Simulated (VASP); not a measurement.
# Yb (Fm-3m) in VASP: a series of runs

Yb is run at these levels: LDA; tasks: single point.

Everything below comes from runs of VASP 6.6.1. Logs are shortened: lines on timing, memory, paths and dates and some standing lists are left out, and cuts for length are marked.

## 1. The cell of the first run

The structure is cubic, space group Fm-3m (No. 225). The conventional cell has a = 4.914 Å, b = 4.914 Å, c = 4.914 Å, α = 90.00°, β = 90.00°, γ = 90.00°. Yb (site symmetry m-3m) has 12 Yb at 3.47 Å within 4.6 Å.

## 2. Single point, LDA

Input file INCAR:

```
PREC = Accurate
ENCUT = 520
EDIFF = 1E-6
ISMEAR = -1
SIGMA = 0.1
LREAL = False
LASPH = True
NELM = 60
ALGO = Normal
ISIF = 2
LWAVE = False
LCHARG = False
GGA = CA
NBANDS = 18
```

Input file KPOINTS:

```
regular mesh
0
Gamma
  4 4 4
```

Input file POSCAR:

```
Yb
1.0
    0.0000000000      2.4569516026      2.4569516026
    2.4569516026      0.0000000000      2.4569516026
    2.4569516026      2.4569516026      0.0000000000
Yb
1
Direct
    0.0000000000      0.0000000000      0.0000000000
```

Potentials or basis: VASP PAW PBE potentials, release 64 (Yb).

Launch:

```console
$ cat potpaw_PBE.64/Yb/POTCAR > POTCAR
$ mpirun -np 1 vasp_std > vasp.out
```

OUTCAR:

```text
PREC = Accurate
   ENCUT = 520
   EDIFF = 1E-6
   ISMEAR = -1
   LREAL = False
   LASPH = True
   NELM = 60
   ISIF = 2
   GGA = CA

 ion  position               nearest neighbor table
   1  0.000  0.000  0.000-

  LATTYP: Found a face centered cubic cell.
 ALAT       =     4.9139032052

  Lattice vectors:

 A1 = (   0.0000000000,   2.4569516026,   2.4569516026)
 A2 = (   2.4569516026,   0.0000000000,   2.4569516026)
 A3 = (   2.4569516026,   2.4569516026,   0.0000000000)

Analysis of symmetry for initial positions (statically):
=====================================================================
 Subroutine PRICEL returns:
 Original cell was already a primitive cell.

 Routine SETGRP: Setting up the symmetry group for a
 face centered cubic supercell.

 Subroutine GETGRP returns: Found 48 space group operations
 (whereof 48 operations were pure point group operations)
 out of a pool of 48 trial point group operations.

The static configuration has the point symmetry O_h .

Analysis of symmetry for dynamics (positions and initial velocities):
=====================================================================
 Subroutine PRICEL returns:
 Original cell was already a primitive cell.

 Routine SETGRP: Setting up the symmetry group for a
 face centered cubic supercell.

 Subroutine GETGRP returns: Found 48 space group operations
 (whereof 48 operations were pure point group operations)
 out of a pool of 48 trial point group operations.

The dynamic configuration has the point symmetry O_h .

 Subroutine INISYM returns: Found 48 space group operations
 (whereof 48 operations are pure point group operations),
 and found     1 'primitive' translations

----------------------------------------------------------------------------------------

                                     Primitive cell

  volume of cell :      29.6633

  direct lattice vectors                    reciprocal lattice vectors
     0.000000000  2.456951603  2.456951603    -0.203504212  0.203504212  0.203504212
     2.456951603  0.000000000  2.456951603     0.203504212 -0.203504212  0.203504212
     2.456951603  2.456951603  0.000000000     0.203504212  0.203504212 -0.203504212

  length of vectors
     3.474654278  3.474654278  3.474654278     0.352479635  0.352479635  0.352479635

  position of ions in fractional coordinates (direct lattice)
     0.000000000  0.000000000  0.000000000

  ion indices of the primitive-cell ions
   primitive index   ion index
                 1           1

----------------------------------------------------------------------------------------

 KPOINTS: regular mesh

Automatic generation of k-mesh.
 Grid dimensions read from file:
 generate k-points for:    4    4    4

 Generating k-lattice:

  Cartesian coordinates                     Fractional coordinates (reciprocal lattice)
    -0.050876053  0.050876053  0.050876053     0.250000000  0.000000000  0.000000000
     0.050876053 -0.050876053  0.050876053     0.000000000  0.250000000  0.000000000
     0.050876053  0.050876053 -0.050876053     0.000000000  0.000000000  0.250000000

  Length of vectors
     0.088119909  0.088119909  0.088119909

  Shift w.r.t. Gamma in fractional coordinates (k-lattice)
     0.000000000  0.000000000  0.000000000

 Subroutine IBZKPT returns following result:
 ===========================================

 Found      8 irreducible k-points:

 Following reciprocal coordinates:
            Coordinates               Weight
  0.000000  0.000000  0.000000      1.000000
  0.250000  0.000000  0.000000      8.000000
  0.500000  0.000000  0.000000      4.000000
  0.250000  0.250000  0.000000      6.000000
  0.500000  0.250000  0.000000     24.000000
 -0.250000  0.250000  0.000000     12.000000
  0.500000  0.500000  0.000000      3.000000
 -0.250000  0.500000  0.250000      6.000000
   k-points           NKPTS =      8   k-points in BZ     NKDIM =      8   number of bands    NBANDS=     18
   number of dos      NEDOS =    301   number of ions     NIONS =      1
   total plane-waves  NPLWV =  21952
   dimension x,y,z NGX =    28 NGY =   28 NGZ =   28
   dimension x,y,z NGXF=    56 NGYF=   56 NGZF=   56
   ions per type =               1
   NGX,Y,Z   is equivalent  to a cutoff of  13.40, 13.40, 13.40 a.u.
   NGXF,Y,Z  is equivalent  to a cutoff of  26.79, 26.79, 26.79 a.u.
 SYSTEM =  unknown system
   PREC   = accura    normal or accurate (medium, high low for compatibility)
   ISTART =      0    job   : 0-new  1-cont  2-samecut
   ICHARG =      2    charge: 1-file 2-atom 10-const
   ISPIN  =      1    spin polarized calculation?
   LNONCOLLINEAR =      F non collinear calculations
   LSORBIT =      F    spin-orbit coupling
   LASPH  =      T    aspherical Exc in radial PAW
   ENCUT  =  520.0 eV  38.22 Ry    6.18 a.u.   6.46  6.46  6.46*2*pi/ulx,y,z
   NELM   =     60;   NELMIN=  2; NELMDL= -5     # of ELM steps
   EDIFF  = 0.1E-05   stopping-criterion for ELM
   LREAL  =      F    real-space projection
   EDIFFG = 0.1E-04   stopping-criterion for IOM
   NSW    =      0    number of steps for IOM
   IBRION =     -1    ionic relax: 0-MD 1-quasi-New 2-CG
   NFREE  =      0    steps in history (QN), initial steepest desc. (CG)
   ISIF   =      2    stress and relaxation
   ISYM   =      2    0-nonsym 1-usesym 2-fastsym
   POTIM  = 0.5000    time-step for ionic-motion
   TEBEG  =    0.0;   TEEND  =   0.0 temperature during run
   PSTRESS=    0.0 pullay stress
   NELECT =      24.0000    total number of electrons
   NUPDOWN=      -1.0000    fix difference up-down
   EMIN   =  10.00;   EMAX   =-10.00  energy-range for DOS
   EFERMI =   0.00;   METHOD = LEGACY
   ISMEAR =    -1;   SIGMA  =   0.10  broadening in eV -4-tet -1-fermi 0-gaus
   EFERMI_NEDOS =   21; number of points for ismear=-14 and -15
   IALGO  =     38    algorithm
   IMIX   =      4    mixing-type and parameters
     AMIX     =   0.40;   BMIX     =  1.00
     AMIX_MAG =   1.60;   BMIX_MAG =  1.00
  volume/ion in A,a.u.               =      29.66       200.18
  Fermi-wavevector in a.u.,A,eV,Ry     =   1.525476  2.882731 31.661795  2.327076
  Thomas-Fermi vector in A             =   2.633641
   LORBIT       =      0    0 simple, 1 ext, 2 COOP (PROOUT), +10 PAW based schemes
   GGA     = CA    functional components
   LHFCALC =     F    Hartree Fock is set to
   AEXX    =    0.0000 exact exchange contribution
   IVDW    =     0    specifies the selected vdW correction
   LEPSILON=     F    determine dielectric tensor
   LRPA    =     F    only Hartree local field effects (RPA)
 non-spin polarized calculation
  energy-cutoff  :      520.00
  volume of cell :       29.66
 maximum number of plane-waves:       821
 NGX is ok and might be reduce to    28
   NGX = 13   NGY = 13   NGZ = 13

 number of electron      24.0000001 magnetization

 Free energy of the ion-electron system (eV)
  ---------------------------------------------------
  ext. energy  EPLUGINS =         0.00000000
  ---------------------------------------------------
  free energy    TOTEN  =        -4.25051540 eV

  energy without entropy =       -4.17665964  energy(sigma->0) =       -4.21358752

 E-fermi :   1.9111     XC(G=0): -10.6707

 val. band max:        1.7968366927   @ k =  -0.2500   0.5000   0.2500
 cond. band min:       2.2115005319   @ k =   0.5000   0.2500   0.0000
 fundamental gap:      0.4146638392
 Fermi energy:         1.9111300739

 k-point     1 :       0.0000    0.0000    0.0000
  band No.  band energies     occupation
      1     -49.4535      2.00000
      2     -21.6544      2.00000
      3     -21.6544      2.00000
      4     -21.6544      2.00000
      5      -3.6206      2.00000
      6       1.1981      1.99840
[... 10 lines left out ...]
     17       7.3892      0.00000
     18      12.4269      0.00000

 k-point     2 :       0.2500    0.0000    0.0000
  band No.  band energies     occupation
      1     -49.4327      2.00000
      2     -21.9895      2.00000
      3     -21.6973      2.00000
      4     -21.6973      2.00000
      5      -2.0247      2.00000
      6       1.2219      1.99797
[... 10 lines left out ...]
     17       7.3425      0.00000
     18      12.2175      0.00000

 k-point     3 :       0.5000    0.0000    0.0000
  band No.  band energies     occupation
      1     -49.4117      2.00000
      2     -22.3028      2.00000
      3     -21.7397      2.00000
      4     -21.7397      2.00000
      5      -0.1668      2.00000
      6       1.2413      1.99754
[... 10 lines left out ...]
     17       9.3158      0.00000
     18      10.9681      0.00000

 k-point     4 :       0.2500    0.2500    0.0000
  band No.  band energies     occupation
      1     -49.4258      2.00000
      2     -21.9759      2.00000
      3     -21.7713      2.00000
      4     -21.7713      2.00000
      5      -1.5077      2.00000
      6       1.2226      1.99796
[... 10 lines left out ...]
     17       8.2639      0.00000
     18      15.4830      0.00000

 k-point     5 :       0.5000    0.2500    0.0000
  band No.  band energies     occupation
      1     -49.4049      2.00000
      2     -22.1916      2.00000
      3     -21.9112      2.00000
      4     -21.8135      2.00000
      5       0.6487      1.99999
      6       1.2769      1.99649
[... 10 lines left out ...]
     17       9.4952      0.00000
     18      10.5139      0.00000

 k-point     6 :      -0.2500    0.2500    0.0000
  band No.  band energies     occupation
      1     -49.4118      2.00000
      2     -22.1226      2.00000
      3     -21.9261      2.00000
      4     -21.7403      2.00000
      5       0.0972      2.00000
      6       1.2648      1.99689
[... 10 lines left out ...]
     17       9.8511      0.00000
     18      11.8619      0.00000

 k-point     7 :       0.5000    0.5000    0.0000
  band No.  band energies     occupation
      1     -49.3980      2.00000
      2     -22.2608      2.00000
      3     -21.8860      2.00000
      4     -21.8860      2.00000
      5       0.3186      2.00000
      6       1.3504      1.99269
[... 10 lines left out ...]
     17       9.9005      0.00000
     18      10.7768      0.00000

 k-point     8 :      -0.2500    0.5000    0.2500
  band No.  band energies     occupation
      1     -49.3979      2.00000
      2     -22.0768      2.00000
      3     -22.0768      2.00000
      4     -21.8952      2.00000
      5       1.2246      1.99792
      6       1.2877      1.99609
[... 10 lines left out ...]
     17      10.5711      0.00000
     18      10.9688      0.00000

------------------------ aborting loop because EDIFF is reached ----------------------------------------

  FORCE on cell =-STRESS in cart. coord.  units (eV):
  Direction    XX          YY          ZZ          XY          YZ          ZX
  --------------------------------------------------------------------------------------
  -------------------------------------------------------------------------------------
  Total       -0.1044848     -0.1044848     -0.1044848     -0.0000000     -0.0000000      0.0000000
  in kB       -5.6434396     -5.6434396     -5.6434396     -0.0000000     -0.0000000      0.0000000
  external PRESSURE =      -5.6434396 kB  Pullay stress =       0.0000000 kB

 VOLUME and BASIS-vectors are now :
 -----------------------------------------------------------------------------
  energy-cutoff  :      520.00
  volume of cell :       29.66
      direct lattice vectors                 reciprocal lattice vectors
     0.000000000  2.456951603  2.456951603    -0.203504212  0.203504212  0.203504212
     2.456951603  0.000000000  2.456951603     0.203504212 -0.203504212  0.203504212
     2.456951603  2.456951603  0.000000000     0.203504212  0.203504212 -0.203504212

 POSITION                                       TOTAL-FORCE (eV/Angst)
 -----------------------------------------------------------------------------------
      0.00000      0.00000      0.00000         0.000000      0.000000      0.000000
 -----------------------------------------------------------------------------------
    total drift:                               -0.000000     -0.000000     -0.000000

  FREE ENERGIE OF THE ION-ELECTRON SYSTEM (eV)
  ---------------------------------------------------
  free  energy   TOTEN  =        -4.2505154041 eV

  energy  without entropy=       -4.1766596381  energy(sigma->0) =       -4.21358752
```

It took 23 s on 1 thread of AMD EPYC 7R13, shared host; peak memory 0.12 GiB.

Results:

```yaml
Free_energy: -4.2505 eV
Pressure: -0.6 GPa
Band_gap_on_the_k_mesh: zero (bands 12 and 13 overlap by 0.19 eV)
```

Caveat: the k points lie up to 0.55 Å⁻¹ apart; the PAW data sets were made with another functional, which shifts forces and pressure a little; spin-orbit coupling is left out, which moves the levels of the heavy elements.

## 3. Single point, LDA

Input file INCAR:

```
  ALGO = Normal
  EDIFF = 1E-6
  ENCUT = 520
  GGA = CA
  ISIF = 2
  ISMEAR = -1
  LASPH = T
  LCHARG = F
  LREAL = F
  LWAVE = F
  NBANDS = 18
  NELM = 80
  PREC = Accurate
  SIGMA = 0.1
```

Input file KPOINTS:

```
k-points
0
Gamma
  5 5 5
```

POSCAR is that of step 2.

Potentials or basis: VASP PAW PBE potentials, release 64 (Yb).

Launch:

```console
$ cat potpaw_PBE.64/Yb/POTCAR > POTCAR
$ mpirun -np 1 vasp_std > vasp.out
```

Run time: 22 s. Hardware: 1 thread of AMD EPYC 7R13, shared host; peak memory 0.12 GiB.

The run converged, but its numbers aren't listed here, since they failed a check.

Caveat: the k points lie up to 0.44 Å⁻¹ apart; the mesh shows a gap though the element is a metal; the PAW data sets were made with another functional, which shifts forces and pressure a little; spin-orbit coupling is left out, which moves the levels of the heavy elements.

## 4. Single point, LDA

Input file INCAR:

```
SYSTEM = Yb
ALGO = Normal ; EDIFF = 1E-6
ENCUT = 520 ; GGA = CA
ISIF = 2 ; ISMEAR = -1
LASPH = .True. ; LCHARG = .True.
LELF = .True. ; LREAL = .False.
LVHAR = .True. ; LWAVE = .False.
NBANDS = 18 ; NELM = 60
PREC = Accurate ; SIGMA = 0.1
```

Input file KPOINTS:

```
k-points
0
Gamma
  7 7 7
  0 0 0
```

POSCAR is that of step 3.

Launch:

```console
$ cat potpaw_PBE.64/Yb/POTCAR > POTCAR
$ mpirun -np 1 vasp_std > vasp.out
```

Run time: 37 s. Hardware: 1 thread of AMD EPYC 7R13, shared host; peak memory 0.12 GiB.

Results (log left out):

| Item | Value |
| --- | --- |
| Free energy | -4.2153 eV |
| Pressure | -1.1 GPa |
| Band gap on the k mesh | zero (bands 12 and 13 overlap by 0.04 eV) |

Levels at points of the mesh, in eV from the Fermi level:
```
           k point  band 8  band 9  band 10  band 11  band 12  band 13  band 14  band 15  band 16  band 17
(0.00, 0.00, 0.00)   -0.58   -0.58    -0.43    -0.43    -0.43     2.93     2.93     2.93     5.49     5.49
```

Caveat: the PAW data sets were made with another functional, which shifts forces and pressure a little; spin-orbit coupling is left out, which moves the levels of the heavy elements. Spin polarisation is off, so any magnetic state and its effect on volume and gap are missing.

## 5. Single point, LDA

Input file INCAR:

```
SYSTEM = Yb
PREC = Accurate ; ENCUT = 520
EDIFF = 1E-7 ; ISMEAR = -1
SIGMA = 0.1 ; LREAL = .FALSE.
LASPH = .TRUE. ; NELM = 100
ALGO = Normal ; ISIF = 2
LWAVE = .FALSE. ; LCHARG = .FALSE.
GGA = CA ; NBANDS = 18
```

Input file KPOINTS:

```
regular mesh
0
G
  9 9 9
  0 0 0
```

POSCAR is that of step 4.

Launch:

```console
$ cat potpaw_PBE.64/Yb/POTCAR > POTCAR
$ mpirun -np 1 vasp_std > vasp.out
```

It took 60 s on 1 thread of AMD EPYC 7R13, shared host; peak memory 0.13 GiB.

It converged, with:

```yaml
Free_energy: -4.2082 eV
Pressure: -0.2 GPa
Band_gap_on_the_k_mesh: zero (bands 12 and 13 overlap by 0.13 eV)
```

Levels at points of the mesh, in eV from the Fermi level:
| k point | band 9 | band 10 | band 11 | band 12 | band 13 | band 14 | band 15 | band 16 |
| --- | --- | --- | --- | --- | --- | --- | --- | --- |
| (0.00, 0.00, 0.00) | -0.59 | -0.44 | -0.44 | -0.44 | 2.93 | 2.93 | 2.93 | 5.49 |

Caveat: the PAW data sets were made with another functional, which shifts forces and pressure a little; spin-orbit coupling is left out, which moves the levels of the heavy elements.

## 6. Overview

| k mesh | gap on the mesh (eV) | pressure (GPa) |
| --- | --- | --- |
| 4 × 4 × 4 | none | -0.6 |
| 7 × 7 × 7 | none | -1.1 |
| 9 × 9 × 9 | none | -0.2 |

Alike in all rows: task single point; level LDA; potentials or basis VASP PAW PBE potentials, release 64 (Yb); no spin polarisation; cell as given; cutoff (eV) 520; smearing fermi-dirac 0.1 eV.

Caveats: some runs use coarse meshes; the PAW data sets were made with another functional, which shifts forces and pressure a little; spin-orbit coupling is left out, which moves the levels of the heavy elements.

Total energies depend on the potentials used, so only differences within one code and one set of settings carry meaning.
